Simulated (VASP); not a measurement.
A run of VASP 6.6.1 is set up as follows.

File INCAR:

```
SYSTEM = RhN
  ALGO = Normal
  EDIFF = 1E-6
  ENCUT = 520
  GGA = PS
  ISIF = 2
  ISMEAR = 0
  ISPIN = 2
  LASPH = .TRUE.
  LCHARG = .FALSE.
  LDAU = .TRUE.
  LDAUJ = 0 0
  LDAUL = 2 -1
  LDAUPRINT = 1
  LDAUTYPE = 2
  LDAUU = 5 0
  LMAXMIX = 4
  LORBIT = 11
  LREAL = .FALSE.
  LWAVE = .FALSE.
  MAGMOM = 0 0
  NBANDS = 21
  NELM = 150
  PREC = Accurate
  SIGMA = 0.05
```

Contents of KPOINTS:

```
k-points
0
G
  7 7 7
  0 0 0
```

POSCAR

```
RhN
1.0
    2.9628278700      0.0000000000      0.0000000000
   -1.4814139400      2.5658842000      0.0000000000
    0.0000000000      0.0000000000      2.8915732100
Rh N
1 1
Direct
    0.0000000000      0.0000000000      0.0000000000
    0.6666666667      0.3333333333      0.5000000000
```

Potentials or basis: VASP PAW PBE potentials, release 64 (Rh_pv, N).

Run with:

```console
$ cat potpaw_PBE.64/Rh_pv/POTCAR potpaw_PBE.64/N/POTCAR > POTCAR
$ mpirun -np 1 vasp_std > vasp.out
```

Q: Estimate the net moment.

A: 0.00 μB per cell.

Q: Estimate the band gap on the k mesh.

A: Zero (filled and empty bands overlap).

Q: What does it give for the pressure?

A: -26.3 GPa.

Eigenvalues of the final occupation matrices:
```tsv
site	spin	trace	eigenvalues
site 1 d	1	3.63	0.52 0.52 0.83 0.83 0.92
site 1 d	2	3.63	0.52 0.52 0.83 0.83 0.92
```

Caveat: the cell stands under tension; the PAW data sets were made with another functional, which shifts forces and pressure a little.
